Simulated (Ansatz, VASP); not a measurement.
CoSi2: VASP beside Ansatz

```
Co Si
1.0
     0.00000    2.63681    2.63681
     2.63681    0.00000    2.63681
     2.63681    2.63681    0.00000
Co Si
1 2
Direct
  0.00000 0.00000 0.00000
  0.25000 0.25000 0.25000
  0.75000 0.75000 0.75000
```

Alike in both runs: task relaxation of cell and atoms; functional LDA; k mesh 14 × 14 × 14; occupations gaussian, width 0.05 eV; no spin polarisation.

```csv
,VASP,Ansatz
version,VASP 6.6.1,Ansatz 0.2.0
potentials or method,"VASP PAW LDA potentials, release 64 (Co, Si), cutoff 600 eV","scalar-relativistic, plane waves, PAW"
valence electrons in the cell,17,25
```

```csv
,VASP,Ansatz,Ansatz less VASP
"gap on the k mesh at the Fermi level, each at its own relaxed structure (eV)",none,none,-
relaxed volume (Å³/atom),12.24,12.22,-0.018
relaxed cell length with the largest relative difference (Å),3.731,3.729,-0.0018
```

LDA's correlation is that of Perdew and Zunger in VASP and of Perdew and Wang (1992) in Ansatz. A gap of «none» marks a metal or a gap that the smearing closes. VASP's potentials hold 17 valence electrons a cell and Ansatz's 25, so a difference there can come from the potentials and not from the codes.
